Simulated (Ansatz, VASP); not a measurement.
# Al2P3: VASP beside Ansatz

File INCAR:

```
SYSTEM = Al2P3
PREC = Accurate
ENCUT = 520
EDIFF = 1E-6
ISMEAR = 0
SIGMA = 0.1
LREAL = .FALSE.
LASPH = .TRUE.
NELM = 80
ALGO = Normal
ISIF = 2
LWAVE = .FALSE.
LCHARG = .TRUE.
GGA = PE
LELF = .TRUE.
LVHAR = .TRUE.
NBANDS = 32
```

File KPOINTS:

```
regular mesh
0
G
  4 4 4
  0 0 0
```

Contents of POSCAR:

```
Al2P3
1.0
    7.4452533300      0.0000000000      0.0000000000
    0.0000000000      7.4452533300      0.0000000000
    0.0000000000      0.0000000000      3.7403557900
Al P
4 6
Direct
    0.8800000000      0.3800000000      0.0000000000
    0.6200000000      0.8800000000      0.0000000000
    0.1200000000      0.6200000000      0.0000000000
    0.3800000000      0.1200000000      0.0000000000
    0.5000000000      0.5000000000      0.0000000000
    0.0000000000      0.0000000000      0.0000000000
    0.6800000100      0.1800000100      0.5000000000
    0.8199999900      0.6800000100      0.5000000000
    0.3199999900      0.8199999900      0.5000000000
    0.1800000100      0.3199999900      0.5000000000
```

Input for Ansatz:

```yaml
crystal:
  lattice:
    - [7.44525333, 0.0, 0.0]
    - [0.0, 7.44525333, 0.0]
    - [0.0, 0.0, 3.74035579]
  atoms:
    - { symbol: Al, position: [0.88, 0.38, 0.0] }
    - { symbol: Al, position: [0.62, 0.88, 0.0] }
    - { symbol: Al, position: [0.12, 0.62, 0.0] }
    - { symbol: Al, position: [0.38, 0.12, 0.0] }
    - { symbol: P, position: [0.5, 0.5, 0.0] }
    - { symbol: P, position: [0.0, 0.0, 0.0] }
    - { symbol: P, position: [0.68000001, 0.18000001, 0.5] }
    - { symbol: P, position: [0.81999999, 0.68000001, 0.5] }
    - { symbol: P, position: [0.31999999, 0.81999999, 0.5] }
    - { symbol: P, position: [0.18000001, 0.31999999, 0.5] }
basis:
  ecutwfc: 420
kpoints:
  mp_grid: { grid: [4, 4, 4] }
hamiltonian:
  xc: pbe
scf:
  occupations: { method: gaussian, width: 0.1 }
  lower_state_search: "off"
output:
  forces: true
  stress: true
  eigenvalues: true
```

Change from the starting cell: species swapped into the Zr3Ga2 type (P4/mbm, No. 127).

Alike in both runs: task single point; functional PBE; k mesh 4 × 4 × 4; occupations gaussian, width 0.1 eV; no spin polarisation.

```csv
,VASP,Ansatz
version,VASP 6.6.1,Ansatz 0.2.0
potentials or method,"VASP PAW PBE potentials, release 64 (Al, P), cutoff 520 eV","scalar-relativistic, plane waves, PAW"
valence electrons in the cell,42,42
```

Ansatz gave:

```
gap on the k mesh at the Fermi level (eV)                     : none
pressure (GPa)                                                : -13.2
traceless stress, the component that is largest in VASP (GPa) : 1.99
rms of the force components (eV/Å)                            : 0.583
```

**Question.** Estimate VASP's values.

**Answer.** gap on the k mesh at the Fermi level (eV): none; pressure (GPa): -13.3; traceless stress, the component that is largest in VASP (GPa): 1.99; rms of the force components (eV/Å): 0.583.

Atom by atom the forces differ by 0.001 eV/Å (rms over components). A gap of «none» marks a metal or a gap that the smearing closes.

The k mesh is coarse, so the values compare programs but aren't converged.
